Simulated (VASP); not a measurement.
Input of a VASP 6.6.1 run:

Contents of INCAR:

```
SYSTEM = Te2Mo
PREC = Accurate
ENCUT = 520
EDIFF = 1E-6
ISMEAR = 1
SIGMA = 0.1
LREAL = .FALSE.
LASPH = .TRUE.
NELM = 80
ALGO = Normal
ISIF = 2
LWAVE = .FALSE.
LCHARG = .TRUE.
GGA = PS
LELF = .TRUE.
LVHAR = .TRUE.
NBANDS = 20
```

The input KPOINTS:

```
Automatic mesh
0
G
  6 6 2
  0 0 0
```

The input POSCAR:

```
Te2Mo
1.0
    3.5054846414     -0.0026941272     -0.0108357976
   -1.7550755736      3.0368100353     -0.0021477004
   -0.0536344231     -0.0432049363     17.4821266362
Te Mo
2 1
Direct
    0.3277873553      0.6526239897      0.8972768682
    0.3366002596      0.6582131824      0.1032469701
   -0.0007661674     -0.0113705968      0.0002971811
```

Potentials or basis: VASP PAW PBE potentials, release 64 (Te, Mo_sv).

Launch:

```sh
$ cat potpaw_PBE.64/Te/POTCAR potpaw_PBE.64/Mo_sv/POTCAR > POTCAR
$ mpirun -np 1 vasp_std > vasp.out
```

**Question.** What does it give for the band gap on the k mesh?

**Answer.** 1.17 eV.

**Question.** Estimate the largest force.

**Answer.** 0.018 eV/Å.

Forces on the atoms (eV/Å):
```
Te   0.002 -0.005  0.008
Te   0.009  0.001  0.006
Mo  -0.011  0.005 -0.014
```

Caveat: the PAW data sets were made with another functional, which shifts forces and pressure a little; spin-orbit coupling is left out, which moves the levels of the heavy elements.
